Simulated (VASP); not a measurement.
# C (Cmme) in VASP: further runs, part 2 of 3

VASP 6.6.1.

### Step 3. Single point, PBEsol (8.11 Å³/atom)

This run uses another cell than the first one, of 8.11 Å³/atom.

The input, INCAR:

```
SYSTEM = C
  ALGO = Normal
  EDIFF = 1E-6
  ENCUT = 520
  GGA = PS
  ISIF = 2
  ISMEAR = 0
  LASPH = .True.
  LCHARG = .True.
  LELF = .True.
  LREAL = .False.
  LVHAR = .True.
  LWAVE = .False.
  NBANDS = 16
  NELM = 80
  PREC = Accurate
  SIGMA = 0.15
```

The input, KPOINTS:

```
k-points
0
Gamma
  21 21 6
  0 0 0
```

The input, POSCAR:

```
C
1.0
    1.0997027972     -2.0632271860      0.0000000000
    1.0997027972      2.0632271860      0.0000000000
    0.0000000000      0.0000000000      7.1496044579
C
4
Direct
    0.0833216498      0.9166783502      0.7498439858
    0.5833216498      0.4166783502      0.2501560142
    0.9166783502      0.0833216498      0.2501560142
    0.4166783502      0.5833216498      0.7498439858
```

Potentials or basis: VASP PAW PBE potentials, release 64 (C).

Launch:

```console
$ cat potpaw_PBE.64/C/POTCAR > POTCAR
$ mpirun -np 1 vasp_std > vasp.out
```

OUTCAR:

```text
SYSTEM = C
   EDIFF = 1E-6
   ENCUT = 520
   GGA = PS
   ISIF = 2
   ISMEAR = 0
   LASPH = .True.
   LREAL = .False.
   NELM = 80
   PREC = Accurate

 ion  position               nearest neighbor table
   1  0.083  0.917  0.750-   4 1.30   4 1.30   4 1.38
   2  0.583  0.417  0.250-   3 1.30   3 1.30   3 1.38
   3  0.917  0.083  0.250-   2 1.30   2 1.30   2 1.38
   4  0.417  0.583  0.750-   1 1.30   1 1.30   1 1.38

  LATTYP: Found a base centered orthorhombic cell.
 ALAT       =     2.1994055944
 B/A-ratio  =     1.8761679894
 C/A-ratio  =     3.2506984960

  Lattice vectors:

 A1 = (   1.0997027972,  -2.0632271860,   0.0000000000)
 A2 = (   1.0997027972,   2.0632271860,   0.0000000000)
 A3 = (   0.0000000000,   0.0000000000,   7.1496044579)

Analysis of symmetry for initial positions (statically):
=====================================================================
 Subroutine PRICEL returns:
 Original cell was already a primitive cell.

 Routine SETGRP: Setting up the symmetry group for a
 base centered orthorhombic supercell.

 Subroutine GETGRP returns: Found  8 space group operations
 (whereof  4 operations were pure point group operations)
 out of a pool of  8 trial point group operations.

The static configuration has the point symmetry C_2h.
 The point group associated with its full space group is D_2h.

Analysis of symmetry for dynamics (positions and initial velocities):
=====================================================================
 Subroutine PRICEL returns:
 Original cell was already a primitive cell.

 Routine SETGRP: Setting up the symmetry group for a
 base centered orthorhombic supercell.

 Subroutine GETGRP returns: Found  8 space group operations
 (whereof  4 operations were pure point group operations)
 out of a pool of  8 trial point group operations.

The dynamic configuration has the point symmetry C_2h.
 The point group associated with its full space group is D_2h.

 Subroutine INISYM returns: Found  8 space group operations
 (whereof  4 operations are pure point group operations),
 and found     1 'primitive' translations

----------------------------------------------------------------------------------------

                                     Primitive cell

  volume of cell :      32.4440

  direct lattice vectors                    reciprocal lattice vectors
     1.099702797 -2.063227186  0.000000000     0.454668299 -0.242338800  0.000000000
     1.099702797  2.063227186  0.000000000     0.454668299  0.242338800  0.000000000
     0.000000000  0.000000000  7.149604458     0.000000000  0.000000000  0.139867877

  length of vectors
     2.338001853  2.338001853  7.149604458     0.515219716  0.515219716  0.139867877

  position of ions in fractional coordinates (direct lattice)
     0.083321650  0.916678350  0.749843986
     0.583321650  0.416678350  0.250156014
     0.916678350  0.083321650  0.250156014
     0.416678350  0.583321650  0.749843986

  ion indices of the primitive-cell ions
   primitive index   ion index
                 1           1
                 2           2
                 3           3
                 4           4

----------------------------------------------------------------------------------------

 KPOINTS: k-points

Automatic generation of k-mesh.
 Grid dimensions read from file:
 generate k-points for:   21   21    6

 Generating k-lattice:

  Cartesian coordinates                     Fractional coordinates (reciprocal lattice)
     0.021650871 -0.011539943  0.000000000     0.047619048  0.000000000  0.000000000
     0.021650871  0.011539943  0.000000000     0.000000000  0.047619048  0.000000000
     0.000000000  0.000000000  0.023311313     0.000000000  0.000000000  0.166666667

  Length of vectors
     0.024534272  0.024534272  0.023311313

  Shift w.r.t. Gamma in fractional coordinates (k-lattice)
     0.000000000  0.000000000  0.000000000

 Subroutine IBZKPT returns following result:
 ===========================================

 Found    484 irreducible k-points:

 Following reciprocal coordinates:
            Coordinates               Weight
  0.000000  0.000000  0.000000      1.000000
  0.047619  0.000000  0.000000      4.000000
  0.095238 -0.000000  0.000000      4.000000
  0.142857  0.000000  0.000000      4.000000
  0.190476 -0.000000  0.000000      4.000000
  0.238095  0.000000  0.000000      4.000000
[... 16 lines left out ...]
 -0.428571  0.047619  0.000000      4.000000
 -0.380952  0.047619  0.000000      4.000000
 [... further k-points ...]
   k-points           NKPTS =    484   k-points in BZ     NKDIM =    484   number of bands    NBANDS=     16
   number of dos      NEDOS =    301   number of ions     NIONS =      4
   total plane-waves  NPLWV =  17496
   dimension x,y,z NGX =    18 NGY =   18 NGZ =   54
   dimension x,y,z NGXF=    36 NGYF=   36 NGZF=  108
   ions per type =               4
   NGX,Y,Z   is equivalent  to a cutoff of  12.80, 12.80, 12.56 a.u.
   NGXF,Y,Z  is equivalent  to a cutoff of  25.60, 25.60, 25.11 a.u.
 SYSTEM =  C
   PREC   = accura    normal or accurate (medium, high low for compatibility)
   ISTART =      0    job   : 0-new  1-cont  2-samecut
   ICHARG =      2    charge: 1-file 2-atom 10-const
   ISPIN  =      1    spin polarized calculation?
   LNONCOLLINEAR =      F non collinear calculations
   LSORBIT =      F    spin-orbit coupling
   LASPH  =      T    aspherical Exc in radial PAW
   ENCUT  =  520.0 eV  38.22 Ry    6.18 a.u.   4.35  4.35 13.29*2*pi/ulx,y,z
   NELM   =     80;   NELMIN=  2; NELMDL= -5     # of ELM steps
   EDIFF  = 0.1E-05   stopping-criterion for ELM
   LREAL  =      F    real-space projection
   EDIFFG = 0.1E-04   stopping-criterion for IOM
   NSW    =      0    number of steps for IOM
[... 5 lines left out ...]
   TEBEG  =    0.0;   TEEND  =   0.0 temperature during run
   PSTRESS=    0.0 pullay stress
   NELECT =      16.0000    total number of electrons
   NUPDOWN=      -1.0000    fix difference up-down
   EMIN   =  10.00;   EMAX   =-10.00  energy-range for DOS
   EFERMI =   0.00;   METHOD = LEGACY
   ISMEAR =     0;   SIGMA  =   0.15  broadening in eV -4-tet -1-fermi 0-gaus
   EFERMI_NEDOS =   21; number of points for ismear=-14 and -15
   IALGO  =     38    algorithm
   IMIX   =      4    mixing-type and parameters
     AMIX     =   0.40;   BMIX     =  1.00
     AMIX_MAG =   1.60;   BMIX_MAG =  1.00
  volume/ion in A,a.u.               =       8.11        54.74
  Fermi-wavevector in a.u.,A,eV,Ry     =   1.293411  2.444193 22.761365  1.672913
  Thomas-Fermi vector in A             =   2.425059
   LORBIT       =      0    0 simple, 1 ext, 2 COOP (PROOUT), +10 PAW based schemes
   GGA     = PS    functional components
   LHFCALC =     F    Hartree Fock is set to
   AEXX    =    0.0000 exact exchange contribution
   IVDW    =     0    specifies the selected vdW correction
   LEPSILON=     F    determine dielectric tensor
   LRPA    =     F    only Hartree local field effects (RPA)
 non-spin polarized calculation
 Gauss-broadening in eV      SIGMA  =   0.15
  energy-cutoff  :      520.00
  volume of cell :       32.44
 maximum number of plane-waves:       900
 NGX is ok and might be reduce to    18
   NGX =  9   NGY =  9   NGZ = 27

 number of electron      16.0000000 magnetization

 Free energy of the ion-electron system (eV)
  ---------------------------------------------------
  ext. energy  EPLUGINS =         0.00000000
  ---------------------------------------------------
  free energy    TOTEN  =       -36.56517815 eV

  energy without entropy =      -36.56516000  energy(sigma->0) =      -36.56516908

 E-fermi :   5.5118     XC(G=0): -10.5102

 val. band max:        5.2778155245   @ k =   0.3333   0.3333   0.0000
 cond. band min:       5.8070663522   @ k =   0.3333   0.2857   0.0000
 fundamental gap:      0.5292508277
 Fermi energy:         5.5118010515

 k-point     1 :       0.0000    0.0000    0.0000
  band No.  band energies     occupation
      1     -15.9903      2.00000
      2     -15.8258      2.00000
      3      -4.4737      2.00000
      4      -3.1751      2.00000
      5       2.2370      2.00000
      6       2.2520      2.00000
[... 433 lines left out ...]
      3      -5.0667      2.00000
      4      -5.0063      2.00000
      5      -1.7184      2.00000
      6      -1.7022      2.00000
[... 8 lines left out ...]
     15      22.3339      0.00000
     16      22.7688      0.00000

 [... further k-points ...]

------------------------ aborting loop because EDIFF is reached ----------------------------------------

  FORCE on cell =-STRESS in cart. coord.  units (eV):
  Direction    XX          YY          ZZ          XY          YZ          ZX
  --------------------------------------------------------------------------------------
  -------------------------------------------------------------------------------------
  Total       33.8869922     14.1867099      0.0176375      0.0000000     -0.0000000      0.0000000
  in kB     1673.4364051    700.5802299      0.8709916      0.0000000     -0.0000000      0.0000000
  external PRESSURE =     791.6292089 kB  Pullay stress =       0.0000000 kB

 VOLUME and BASIS-vectors are now :
 -----------------------------------------------------------------------------
  energy-cutoff  :      520.00
  volume of cell :       32.44
      direct lattice vectors                 reciprocal lattice vectors
     1.099702797 -2.063227186  0.000000000     0.454668299 -0.242338800  0.000000000
     1.099702797  2.063227186  0.000000000     0.454668299  0.242338800  0.000000000
     0.000000000  0.000000000  7.149604458     0.000000000  0.000000000  0.139867877

 POSITION                                       TOTAL-FORCE (eV/Angst)
 -----------------------------------------------------------------------------------
      1.09970      1.71940      5.36109         0.000000     -2.538275      0.000209
      1.09970     -0.34382      1.78852         0.000000     -2.538275     -0.000209
      1.09970     -1.71940      1.78852         0.000000      2.538275     -0.000209
      1.09970      0.34382      5.36109         0.000000      2.538275      0.000209
 -----------------------------------------------------------------------------------
    total drift:                                0.000000     -0.000000     -0.000000

  FREE ENERGIE OF THE ION-ELECTRON SYSTEM (eV)
  ---------------------------------------------------
  free  energy   TOTEN  =       -36.5651781485 eV

  energy  without entropy=      -36.5651600047  energy(sigma->0) =      -36.56516908
```

OSZICAR:

```text
N       E                     dE             d eps       ncg     rms          rms(c)
DAV:   1     0.385108651622E+02    0.38511E+02   -0.81971E+03 15576   0.934E+02
DAV:   2    -0.385199456313E+02   -0.77031E+02   -0.70254E+02 21552   0.203E+02
DAV:   3    -0.411539082100E+02   -0.26340E+01   -0.26215E+01 20120   0.351E+01
DAV:   4    -0.411732420920E+02   -0.19334E-01   -0.19330E-01 19496   0.368E+00
DAV:   5    -0.411735043475E+02   -0.26226E-03   -0.26225E-03 19864   0.402E-01    0.119E+01
DAV:   6    -0.376534901996E+02    0.35200E+01   -0.24045E+00 18192   0.103E+01    0.693E+00
DAV:   7    -0.365523848455E+02    0.11011E+01   -0.28844E+00 19008   0.113E+01    0.213E+00
DAV:   8    -0.365699612439E+02   -0.17576E-01   -0.14639E-01 18048   0.240E+00    0.599E-01
DAV:   9    -0.365649644020E+02    0.49968E-02   -0.60051E-03 19416   0.558E-01    0.202E-01
DAV:  10    -0.365651389357E+02   -0.17453E-03   -0.15363E-03 18344   0.253E-01    0.133E-01
DAV:  11    -0.365651774451E+02   -0.38509E-04   -0.54706E-05 17976   0.502E-02    0.320E-02
DAV:  12    -0.365651781485E+02   -0.70347E-06   -0.13977E-06 18368   0.885E-03
   1 F= -.36565178E+02 E0= -.36565169E+02  d E =-.181438E-04
```

stdout:

```text
POSCAR found type information on POSCAR C
 POSCAR found :  1 types and       4 ions
 scaLAPACK will be used
 -----------------------------------------------------------------------------
|                                                                             |
|                                                                             |
|     You enforced a specific xc type in the INCAR file but a different       |
|     I HOPE YOU KNOW WHAT YOU ARE DOING!                                     |
|                                                                             |
 -----------------------------------------------------------------------------

 LDA part: xc-table for (Slater+PW92), standard interpolation
 POSCAR, INCAR and KPOINTS ok, starting setup
 FFT: planning ... GRIDC
 FFT: planning ... GRID_SOFT
 FFT: planning ... GRID
 WAVECAR not read
 entering main loop
```

Run time: 5.5 min. Hardware: 1 thread of Intel Xeon 8259CL, shared host; peak memory 0.28 GiB.

Results:

- Free energy: -36.5652 eV
- Pressure: 79.2 GPa
- Largest force: 2.538 eV/Å

Forces on the atoms (eV/Å):
```
C    0.000 -2.538  0.000
C    0.000 -2.538  0.000
C    0.000  2.538  0.000
C    0.000  2.538  0.000
```

Caveat: the stress differs along the axes, from 0 to 167 GPa; this functional lacks dispersion, which binds layers or chains, so the pressure and a relaxed spacing across them are unreliable; the PAW data sets were made with another functional, which shifts forces and pressure a little.

### Step 4. Single point, PBEsol (8.11 Å³/atom)

This run uses another cell than the first one, of 8.11 Å³/atom.

The input, INCAR:

```
SYSTEM = C
PREC = Accurate
ENCUT = 520
EDIFF = 1E-7
ISMEAR = 0
SIGMA = 0.15
LREAL = .False.
LASPH = .True.
NELM = 100
ALGO = Normal
ISIF = 2
LWAVE = .False.
LCHARG = .False.
GGA = PS
NBANDS = 16
```

The input, KPOINTS:

```
Automatic mesh
0
Gamma
  21 21 6
  0 0 0
```

The input, POSCAR:

```
C
1.0
    1.1194716177     -2.0449287126      0.0000000000
    1.1194716177      2.0449287126      0.0000000000
    0.0000000000      0.0000000000      7.0861956158
C
4
Direct
    0.0833216498      0.9166783502      0.7498439858
    0.5833216498      0.4166783502      0.2501560142
    0.9166783502      0.0833216498      0.2501560142
    0.4166783502      0.5833216498      0.7498439858
```

Launch:

```console
$ cat potpaw_PBE.64/C/POTCAR > POTCAR
$ mpirun -np 1 vasp_std > vasp.out
```

Wall time 6.8 min (1 thread of Intel Xeon 8259CL, shared host); peak memory 0.28 GiB.

The run converged. Its results:

- Free energy: -36.9886 eV
- Pressure: 72.7 GPa
- Largest force: 1.657 eV/Å

Forces in eV/Å, atoms in the order of the input:
```
C    0.000 -1.657  0.000
C    0.000 -1.657  0.000
C    0.000  1.657  0.000
C    0.000  1.657  0.000
```

Stress tensor (GPa, compression positive):
```
141.11   0.00   0.00
  0.00  76.80   0.00
  0.00   0.00   0.26
```

Caveat: the stress differs along the axes, from 0 to 141 GPa; this functional lacks dispersion, which binds layers or chains, so the pressure and a relaxed spacing across them are unreliable; the PAW data sets were made with another functional, which shifts forces and pressure a little.

[end of part 2 of 3]
